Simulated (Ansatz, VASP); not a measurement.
BaCrF6 in VASP and in Ansatz

INCAR

```
ALGO = Normal ; EDIFF = 1E-7
ENCUT = 520 ; ISIF = 2
ISMEAR = 0 ; ISPIN = 2
LASPH = T ; LCHARG = T
LDAU = T ; LDAUJ = 0 0.5 0
LDAUL = -1 2 -1 ; LDAUPRINT = 1
LDAUTYPE = 1 ; LDAUU = 0 4 0
LELF = T ; LMAXMIX = 4
LORBIT = 11 ; LREAL = F
LVHAR = T ; LWAVE = F
MAGMOM = 0 2 0 0 0 0 0 0 ; NBANDS = 46
NELM = 150 ; PREC = Accurate
SIGMA = 0.05
```

KPOINTS

```
k-points
0
Gamma
  4 4 4
```

File POSCAR:

```
BaCrF6
1.0
    3.6639988200      2.1154107000      2.3789998200
   -3.6639988200      2.1154107000      2.3789998200
    0.0000000000     -4.2308214000      2.3789998200
Ba Cr F
1 1 6
Direct
    0.5000000000      0.5000000000      0.5000000000
    0.0000000000      0.0000000000      0.0000000000
    0.2600000000      0.8970000000      0.2600000000
    0.2600000000      0.2600000000      0.8970000000
    0.8970000000      0.2600000000      0.2600000000
    0.7400000000      0.1030000000      0.7400000000
    0.1030000000      0.7400000000      0.7400000000
    0.7400000000      0.7400000000      0.1030000000
```

Input for Ansatz:

```yaml
crystal:
  lattice:
    - [3.66399882, 2.1154107, 2.37899982]
    - [-3.66399882, 2.1154107, 2.37899982]
    - [0.0, -4.2308214, 2.37899982]
  atoms:
    - { symbol: Ba, position: [0.5, 0.5, 0.5] }
    - { symbol: Cr, position: [0.0, 0.0, 0.0], spin: 2.0 }
    - { symbol: F, position: [0.26, 0.897, 0.26] }
    - { symbol: F, position: [0.26, 0.26, 0.897] }
    - { symbol: F, position: [0.897, 0.26, 0.26] }
    - { symbol: F, position: [0.74, 0.103, 0.74] }
    - { symbol: F, position: [0.103, 0.74, 0.74] }
    - { symbol: F, position: [0.74, 0.74, 0.103] }
basis:
  ecutwfc: 420
  ecutrho_ratio: 4
kpoints:
  mp_grid: { grid: [4, 4, 4] }
hamiltonian:
  xc: lda
  hubbard: { sites: [{ site: 1, l: d, u: 4.0, j: 0.5 }] }
scf:
  occupations: { method: gaussian, width: 0.05 }
  lower_state_search: "off"
  max_iter: 150
output:
  forces: true
  stress: true
  eigenvalues: true
  populations: true
  hubbard: { sites: [{ site: 1, l: d }] }
magnetization:
  spin_polarized: true
```

Alike in both runs: task single point; functional LDA; k mesh 4 × 4 × 4; occupations gaussian, width 0.05 eV; collinear spin; Hubbard terms Cr d U = 4.0 eV, J = 0.5 eV.

```csv
,VASP,Ansatz
version,VASP 6.6.1,Ansatz 0.2.0
potentials or method,"VASP PAW LDA potentials, release 64 (Ba_sv, Cr_pv, F), cutoff 520 eV","scalar-relativistic, plane waves, PAW"
valence electrons in the cell,64,66
```

|  | VASP | Ansatz | Ansatz less VASP |
| --- | --- | --- | --- |
| gap on the k mesh at the Fermi level (eV) | none | none | - |
| pressure (GPa) | -2.8 | -4.4 | -1.52 |
| traceless stress, the component that is largest in VASP (GPa) | 3.24 | 3.44 | +0.200 |
| rms of the force components (eV/Å) | 0.320 | 0.319 | -0.0010 |
| net moment per atom (μB) | 0.25 | 0.25 | 0.000 |
| size of the moment on the site where the two differ most (μB) | 2.08 | 1.74 | -0.342 |

LDA's correlation is that of Perdew and Zunger in VASP and of Perdew and Wang (1992) in Ansatz. Site moments also hang on the region over which each program counts them. The programs project onto different local orbitals, so the same U acts differently, and such runs can settle in different states. Atom by atom the forces differ by 0.092 eV/Å (rms over components). A gap of «none» marks a metal or a gap that the smearing closes. VASP's potentials hold 64 valence electrons a cell and Ansatz's 66, so a difference there can come from the potentials and not from the codes. Ansatz's warnings: filled band counts differ across k points.

Neither program's run includes spin-orbit coupling.
